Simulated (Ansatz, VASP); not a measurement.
**NbAs: VASP beside Ansatz**

```xyz
2
Lattice="2.1159 1.2216 3.1410 -2.1159 1.2216 3.1410 0.0000 -2.4433 3.1410" Properties=species:S:1:pos:R:3 pbc="T T T"
Nb    0.0000    0.0000    4.7115
As    0.0000    0.0000    0.0000
```

Alike in both runs: task relaxation of cell and atoms; functional PBE; k mesh 6 × 6 × 6; occupations gaussian, width 0.2 eV; no spin polarisation.

|  | VASP | Ansatz |
| --- | --- | --- |
| version | VASP 6.6.1 | Ansatz 0.2.0 |
| potentials or method | VASP PAW PBE potentials, release 64 (Nb_sv, As_d), cutoff 520 eV | scalar-relativistic, plane waves, PAW |
| valence electrons in the cell | 28 | 28 |

Ansatz gave:

```
gap on the k mesh at the Fermi level, each at its own relaxed structure (eV)  : none
relaxed volume (Å³/atom)                                                      : 18.39
relaxed length of the cell vector where the two differ most in proportion (Å) : 3.681
```

Problem. What did VASP give for the same quantities?

Solution. gap on the k mesh at the Fermi level, each at its own relaxed structure (eV): none; relaxed volume (Å³/atom): 18.35; relaxed length of the cell vector where the two differ most in proportion (Å): 3.761.

A gap of «none» marks a metal or a gap that the smearing closes.

Noted on VASP's run: the volume moved by over 15 % at a fixed basis, so the end points are rough; too few bands were computed for a metal, which touches its energy and stress.
